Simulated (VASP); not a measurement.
# ZrPdSe3 (P4mm) in VASP: a series of runs, part 2 of 3

VASP 6.6.1. The steps go on from the part before.

## Step 3: Single point, PBE

This run uses another cell than the first one, of 23.49 Å³/atom.

Contents of INCAR:

```
ALGO = Normal
EDIFF = 1E-7
ENCUT = 520
GGA = PE
ISIF = 2
ISMEAR = 0
LASPH = T
LCHARG = T
LELF = T
LREAL = F
LVHAR = T
LWAVE = F
NBANDS = 28
NELM = 100
PREC = Accurate
SIGMA = 0.1
```

Contents of KPOINTS:

```
k-points
0
Gamma
  4 4 4
```

Contents of POSCAR:

```
ZrPdSe3
1.0
    4.1106596226      0.0000000000      0.0000000000
    0.0000000000      4.1106596226      0.0000000000
    0.0000000000      0.0000000000      6.9517677282
Zr Pd Se
1 1 3
Direct
    0.0000000000      0.0000000000      0.1804909533
    0.5000000000      0.5000000000      0.6679900785
    0.0000000000      0.5000000000      0.4474470903
    0.5000000000      0.0000000000      0.4474470903
    0.5000000000      0.5000000000      0.0292248075
```

Potentials or basis: VASP PAW PBE potentials, release 64 (Zr_sv, Pd, Se).

Command:

```
$ cat potpaw_PBE.64/Zr_sv/POTCAR potpaw_PBE.64/Pd/POTCAR potpaw_PBE.64/Se/POTCAR > POTCAR
$ mpirun -np 1 vasp_std > vasp.out
```

OUTCAR:

```text
EDIFF = 1E-7
   ENCUT = 520
   GGA = PE
   ISIF = 2
   ISMEAR = 0
   LASPH = T
   LREAL = F
   NELM = 100
   PREC = Accurate

 ion  position               nearest neighbor table
   1  0.000  0.000  0.180-   3 2.77   4 2.77   3 2.77   4 2.77   5 3.09   5 3.09   5 3.09   5 3.09

   2  0.500  0.500  0.668-   5 2.51   4 2.56   3 2.56   4 2.56   3 2.56
   3  0.000  0.500  0.447-   2 2.56   2 2.56   1 2.77   1 2.77
   4  0.500  0.000  0.447-   2 2.56   2 2.56   1 2.77   1 2.77
   5  0.500  0.500  0.029-   2 2.51   1 3.09   1 3.09   1 3.09   1 3.09

  LATTYP: Found a simple tetragonal cell.
 ALAT       =     4.1106596226
 C/A-ratio  =     1.6911562538

  Lattice vectors:

 A1 = (   4.1106596226,   0.0000000000,   0.0000000000)
 A2 = (   0.0000000000,   4.1106596226,   0.0000000000)
 A3 = (   0.0000000000,   0.0000000000,   6.9517677282)

Analysis of symmetry for initial positions (statically):
=====================================================================
 Subroutine PRICEL returns:
 Original cell was already a primitive cell.

 Routine SETGRP: Setting up the symmetry group for a
 simple tetragonal supercell.

 Subroutine GETGRP returns: Found  8 space group operations
 (whereof  8 operations were pure point group operations)
 out of a pool of 16 trial point group operations.

The static configuration has the point symmetry C_4v.

Analysis of symmetry for dynamics (positions and initial velocities):
=====================================================================
 Subroutine PRICEL returns:
 Original cell was already a primitive cell.

 Routine SETGRP: Setting up the symmetry group for a
 simple tetragonal supercell.

 Subroutine GETGRP returns: Found  8 space group operations
 (whereof  8 operations were pure point group operations)
 out of a pool of 16 trial point group operations.

The dynamic configuration has the point symmetry C_4v.

 Subroutine INISYM returns: Found  8 space group operations
 (whereof  8 operations are pure point group operations),
 and found     1 'primitive' translations

----------------------------------------------------------------------------------------

                                     Primitive cell

  volume of cell :     117.4677

  direct lattice vectors                    reciprocal lattice vectors
     4.110659623  0.000000000  0.000000000     0.243269960  0.000000000  0.000000000
     0.000000000  4.110659623  0.000000000     0.000000000  0.243269960  0.000000000
     0.000000000  0.000000000  6.951767728     0.000000000  0.000000000  0.143848304

  length of vectors
     4.110659623  4.110659623  6.951767728     0.243269960  0.243269960  0.143848304

  position of ions in fractional coordinates (direct lattice)
     0.000000000  0.000000000  0.180490953
     0.500000000  0.500000000  0.667990078
     0.000000000  0.500000000  0.447447090
     0.500000000  0.000000000  0.447447090
     0.500000000  0.500000000  0.029224808

  ion indices of the primitive-cell ions
   primitive index   ion index
                 1           1
[... 24 lines left out ...]
     0.000000000  0.000000000  0.000000000

 Subroutine IBZKPT returns following result:
 ===========================================

 Found     18 irreducible k-points:

 Following reciprocal coordinates:
            Coordinates               Weight
  0.000000  0.000000  0.000000      1.000000
  0.250000  0.000000  0.000000      4.000000
  0.500000  0.000000  0.000000      2.000000
  0.250000  0.250000  0.000000      4.000000
  0.500000  0.250000  0.000000      4.000000
  0.500000  0.500000  0.000000      1.000000
[... 10 lines left out ...]
  0.500000  0.250000  0.500000      4.000000
  0.500000  0.500000  0.500000      1.000000
   k-points           NKPTS =     18   k-points in BZ     NKDIM =     18   number of bands    NBANDS=     28
   number of dos      NEDOS =    301   number of ions     NIONS =      5
   total plane-waves  NPLWV =  55296
   dimension x,y,z NGX =    32 NGY =   32 NGZ =   54
   dimension x,y,z NGXF=    64 NGYF=   64 NGZF=  108
   ions per type =               1   1   3
   NGX,Y,Z   is equivalent  to a cutoff of  12.94, 12.94, 12.91 a.u.
   NGXF,Y,Z  is equivalent  to a cutoff of  25.88, 25.88, 25.83 a.u.
 SYSTEM =  unknown system
   PREC   = accura    normal or accurate (medium, high low for compatibility)
   ISTART =      0    job   : 0-new  1-cont  2-samecut
   ICHARG =      2    charge: 1-file 2-atom 10-const
   ISPIN  =      1    spin polarized calculation?
   LNONCOLLINEAR =      F non collinear calculations
   LSORBIT =      F    spin-orbit coupling
   LASPH  =      T    aspherical Exc in radial PAW
   ENCUT  =  520.0 eV  38.22 Ry    6.18 a.u.   7.64  7.64 12.93*2*pi/ulx,y,z
   NELM   =    100;   NELMIN=  2; NELMDL= -5     # of ELM steps
   EDIFF  = 0.1E-06   stopping-criterion for ELM
   LREAL  =      F    real-space projection
   EDIFFG = 0.1E-05   stopping-criterion for IOM
   NSW    =      0    number of steps for IOM
   IBRION =     -1    ionic relax: 0-MD 1-quasi-New 2-CG
   NFREE  =      0    steps in history (QN), initial steepest desc. (CG)
   ISIF   =      2    stress and relaxation
   ISYM   =      2    0-nonsym 1-usesym 2-fastsym
   POTIM  = 0.5000    time-step for ionic-motion
   TEBEG  =    0.0;   TEEND  =   0.0 temperature during run
   PSTRESS=    0.0 pullay stress
   NELECT =      40.0000    total number of electrons
   NUPDOWN=      -1.0000    fix difference up-down
   EMIN   =  10.00;   EMAX   =-10.00  energy-range for DOS
   EFERMI =   0.00;   METHOD = LEGACY
   ISMEAR =     0;   SIGMA  =   0.10  broadening in eV -4-tet -1-fermi 0-gaus
   EFERMI_NEDOS =   21; number of points for ismear=-14 and -15
   IALGO  =     38    algorithm
   IMIX   =      4    mixing-type and parameters
     AMIX     =   0.40;   BMIX     =  1.00
     AMIX_MAG =   1.60;   BMIX_MAG =  1.00
  volume/ion in A,a.u.               =      23.49       158.54
  Fermi-wavevector in a.u.,A,eV,Ry     =   1.143200  2.160334 17.781527  1.306905
  Thomas-Fermi vector in A             =   2.279895
   LORBIT       =      0    0 simple, 1 ext, 2 COOP (PROOUT), +10 PAW based schemes
   GGA     = PE    functional components
   LHFCALC =     F    Hartree Fock is set to
   AEXX    =    0.0000 exact exchange contribution
   IVDW    =     0    specifies the selected vdW correction
   LEPSILON=     F    determine dielectric tensor
   LRPA    =     F    only Hartree local field effects (RPA)
 non-spin polarized calculation
 Gauss-broadening in eV      SIGMA  =   0.10
  energy-cutoff  :      520.00
  volume of cell :      117.47
 maximum number of plane-waves:      3190
 NGX is ok and might be reduce to    32
   NGX = 15   NGY = 15   NGZ = 25

 number of electron      40.0000005 magnetization

 Free energy of the ion-electron system (eV)
  ---------------------------------------------------
  ext. energy  EPLUGINS =         0.00000000
  ---------------------------------------------------
  free energy    TOTEN  =       -26.83904186 eV

  energy without entropy =      -26.82420088  energy(sigma->0) =      -26.83162137

 E-fermi :   5.7384     XC(G=0):  -9.8533

 val. band max:        5.7242612166   @ k =   0.5000   0.0000   0.0000
 cond. band min:       5.7809369260   @ k =   0.2500   0.0000   0.0000
 fundamental gap:      0.0566757094
 Fermi energy:         5.7384267774

 k-point     1 :       0.0000    0.0000    0.0000
  band No.  band energies     occupation
      1     -44.6285      2.00000
      2     -22.6938      2.00000
      3     -22.5731      2.00000
      4     -22.5731      2.00000
      5      -9.8389      2.00000
      6      -7.4461      2.00000
[... 547 lines left out ...]
     27       9.1107      0.00000
     28       9.8153      0.00000

------------------------ aborting loop because EDIFF is reached ----------------------------------------

  FORCE on cell =-STRESS in cart. coord.  units (eV):
  Direction    XX          YY          ZZ          XY          YZ          ZX
  --------------------------------------------------------------------------------------
  -------------------------------------------------------------------------------------
  Total        0.0750719      0.0750719      0.0867873      0.0000000      0.0000000      0.0000000
  in kB        1.0239291      1.0239291      1.1837184      0.0000000      0.0000000      0.0000000
  external PRESSURE =       1.0771922 kB  Pullay stress =       0.0000000 kB

 VOLUME and BASIS-vectors are now :
 -----------------------------------------------------------------------------
  energy-cutoff  :      520.00
  volume of cell :      117.47
      direct lattice vectors                 reciprocal lattice vectors
     4.110659623  0.000000000  0.000000000     0.243269960  0.000000000  0.000000000
     0.000000000  4.110659623  0.000000000     0.000000000  0.243269960  0.000000000
     0.000000000  0.000000000  6.951767728     0.000000000  0.000000000  0.143848304

 POSITION                                       TOTAL-FORCE (eV/Angst)
 -----------------------------------------------------------------------------------
      0.00000      0.00000      1.25473         0.000000     -0.000000     -0.011663
      2.05533      2.05533      4.64371         0.000000      0.000000      0.001406
      0.00000      2.05533      3.11055         0.000000     -0.000000      0.005983
      2.05533      0.00000      3.11055         0.000000     -0.000000      0.005983
      2.05533      2.05533      0.20316         0.000000     -0.000000     -0.001709
 -----------------------------------------------------------------------------------
    total drift:                                0.000000     -0.000000     -0.000584

  FREE ENERGIE OF THE ION-ELECTRON SYSTEM (eV)
  ---------------------------------------------------
  free  energy   TOTEN  =       -26.8390418604 eV

  energy  without entropy=      -26.8242008808  energy(sigma->0) =      -26.83162137
```

OSZICAR:

```text
N       E                     dE             d eps       ncg     rms          rms(c)
DAV:   1     0.272262223123E+03    0.27226E+03   -0.18961E+04  1008   0.129E+03
DAV:   2    -0.733940016609E+01   -0.27960E+03   -0.27038E+03  1168   0.297E+02
DAV:   3    -0.278299122431E+02   -0.20491E+02   -0.20209E+02  1592   0.696E+01
DAV:   4    -0.286871534011E+02   -0.85724E+00   -0.85130E+00  1420   0.121E+01
DAV:   5    -0.287136833993E+02   -0.26530E-01   -0.26527E-01  1356   0.166E+00    0.139E+01
DAV:   6    -0.270092198318E+02    0.17045E+01   -0.59775E+00  1120   0.112E+01    0.656E+00
DAV:   7    -0.270285074294E+02   -0.19288E-01   -0.36299E+00  1160   0.100E+01    0.543E+00
DAV:   8    -0.268431467467E+02    0.18536E+00   -0.83411E-01  1216   0.712E+00    0.201E+00
DAV:   9    -0.268417910091E+02    0.13557E-02   -0.10070E-01  1308   0.182E+00    0.604E-01
DAV:  10    -0.268385908371E+02    0.32002E-02   -0.30146E-02  1128   0.961E-01    0.211E-01
DAV:  11    -0.268389022973E+02   -0.31146E-03   -0.34708E-03  1184   0.380E-01    0.786E-02
DAV:  12    -0.268389929456E+02   -0.90648E-04   -0.59224E-04  1224   0.143E-01    0.273E-02
DAV:  13    -0.268390290224E+02   -0.36077E-04   -0.91846E-05  1188   0.498E-02    0.989E-03
DAV:  14    -0.268390394642E+02   -0.10442E-04   -0.15399E-05  1192   0.168E-02    0.440E-03
DAV:  15    -0.268390412846E+02   -0.18204E-05   -0.33569E-06  1236   0.112E-02    0.240E-03
DAV:  16    -0.268390416568E+02   -0.37222E-06   -0.72600E-07  1104   0.502E-03    0.837E-04
DAV:  17    -0.268390418212E+02   -0.16440E-06   -0.19441E-07  1016   0.196E-03    0.347E-04
DAV:  18    -0.268390418604E+02   -0.39195E-07   -0.19547E-08   800   0.660E-04
   1 F= -.26839042E+02 E0= -.26831621E+02  d E =-.148410E-01
```

It took 67 s on 1 thread of Intel Xeon Platinum 8488C (Sapphire Rapids), shared host; peak memory 0.25 GiB.

What came out:

```
Free energy            : -26.8390 eV
Pressure               : 0.1 GPa
Largest force          : 0.012 eV/Å
Band gap on the k mesh : zero (bands 20 and 21 overlap by 1.17 eV)
```

Forces on the atoms (eV/Å):
```
Zr   0.000  0.000 -0.012
Pd   0.000  0.000  0.001
Se   0.000  0.000  0.006
Se   0.000  0.000  0.006
Se   0.000  0.000 -0.002
```

Levels at points of the mesh, in eV from the Fermi level:
```tsv
k point	band 16	band 17	band 18	band 19	band 20	band 21	band 22	band 23	band 24	band 25
(0.00, 0.00, 0.00)	-2.17	-2.17	-1.34	-1.15	0.37	0.52	1.26	1.26	1.84	2.39
(0.50, 0.00, 0.00)	-3.04	-2.00	-1.95	-1.75	-0.03	-0.01	0.92	1.41	1.65	1.83
(0.50, 0.50, 0.00)	-2.21	-1.68	-1.68	-1.55	0.29	1.17	1.91	2.15	2.71	2.71
(0.00, 0.00, 0.50)	-2.14	-1.65	-1.65	-1.00	0.51	0.62	0.76	0.76	2.27	2.34
(0.50, 0.00, 0.50)	-2.66	-1.90	-1.53	-1.18	-0.90	-0.66	0.44	1.39	1.42	1.79
(0.50, 0.50, 0.50)	-2.32	-1.46	-1.46	-1.34	0.29	1.18	1.21	2.01	2.75	2.94
```

Caveat: the k points lie up to 0.38 Å⁻¹ apart, too coarse for converged energies and pressures of a metal.

## Step 4: Relaxation of cell and atoms, PBE

Contents of INCAR:

```
SYSTEM = ZrPdSe3
PREC = Accurate
ENCUT = 600
EDIFF = 1E-6
ISMEAR = 0
SIGMA = 0.1
LREAL = .False.
LASPH = .True.
NELM = 100
ALGO = Normal
ISIF = 3
LWAVE = .False.
LCHARG = .False.
GGA = PE
IBRION = 2
NSW = 90
EDIFFG = -0.04
```

Contents of KPOINTS:

```
regular mesh
0
Gamma
  4 4 4
  0 0 0
```

Contents of POSCAR:

```
ZrPdSe3
1.0
    4.4240671800      0.0000000000      0.0000000000
    0.0000000000      4.4240671800      0.0000000000
    0.0000000000      0.0000000000      5.6045567100
Zr Pd Se
1 1 3
Direct
    0.0000000000      0.0000000000      0.0000000000
    0.5000000000      0.5000000000      0.6650000200
    0.0000000000      0.5000000000      0.5000000000
    0.5000000000      0.0000000000      0.5000000000
    0.5000000000      0.5000000000      0.1076000000
```

Command:

```
$ cat potpaw_PBE.64/Zr_sv/POTCAR potpaw_PBE.64/Pd/POTCAR potpaw_PBE.64/Se/POTCAR > POTCAR
$ mpirun -np 1 vasp_std > vasp.out
```

Wall time 34 min (1 thread of Intel Xeon Platinum 8488C (Sapphire Rapids), shared host); peak memory 0.28 GiB.

It converged, with:

* Free energy: -26.8353 eV
* Relaxed volume: 23.56 Å³/atom
* Relaxed cell: a = 4.124 Å, b = 4.124 Å, c = 6.926 Å, α = 90.00°, β = 90.00°, γ = 90.00°
* Space group after relaxing (to 0.1 Å): P4mm (No. 99)
* Pressure after relaxing: 0.0 GPa
* Largest force after relaxing: 0.010 eV/Å
* Band gap on the k mesh: zero (bands 20 and 21 overlap by 1.14 eV)

Forces in eV/Å, atoms in the order of the input:
```
Zr   0.000  0.000 -0.010
Pd   0.000  0.000  0.007
Se   0.000  0.000  0.003
Se   0.000  0.000  0.003
Se   0.000  0.000 -0.002
```

Stress tensor (GPa, compression positive):
```
-0.10  0.00  0.00
 0.00 -0.10  0.00
 0.00  0.00  0.18
```

Final structure:
```
Zr Pd Se
1.0
     4.12381    0.00000    0.00000
     0.00000    4.12381    0.00000
     0.00000    0.00000    6.92570
Zr Pd Se
1 1 3
Direct
  0.00000 0.00000 0.18067
  0.50000 0.50000 0.66674
  0.00000 0.50000 0.44788
  0.50000 0.00000 0.44788
  0.50000 0.50000 0.02943
```

Levels at points of the mesh, in eV from the Fermi level:
```csv
k point,band 17,band 18,band 19,band 20,band 21,band 22,band 23,band 24
"(0.00, 0.00, 0.00)",-2.19,-1.30,-1.14,0.37,0.49,1.24,1.24,1.82
"(0.50, 0.00, 0.00)",-2.03,-1.97,-1.78,-0.01,0.00,0.89,1.39,1.64
"(0.50, 0.50, 0.00)",-1.72,-1.72,-1.60,0.23,1.15,1.88,2.13,2.68
"(0.00, 0.00, 0.50)",-1.67,-1.67,-1.00,0.49,0.62,0.73,0.73,2.35
"(0.50, 0.00, 0.50)",-1.91,-1.53,-1.21,-0.90,-0.65,0.44,1.37,1.39
"(0.50, 0.50, 0.50)",-1.49,-1.49,-1.34,0.23,1.16,1.20,1.98,2.90
```

Caveat: a cell axis changed by over 15 % at a fixed basis, so the end point is rough.

(Part 2 of 3 ends here.)
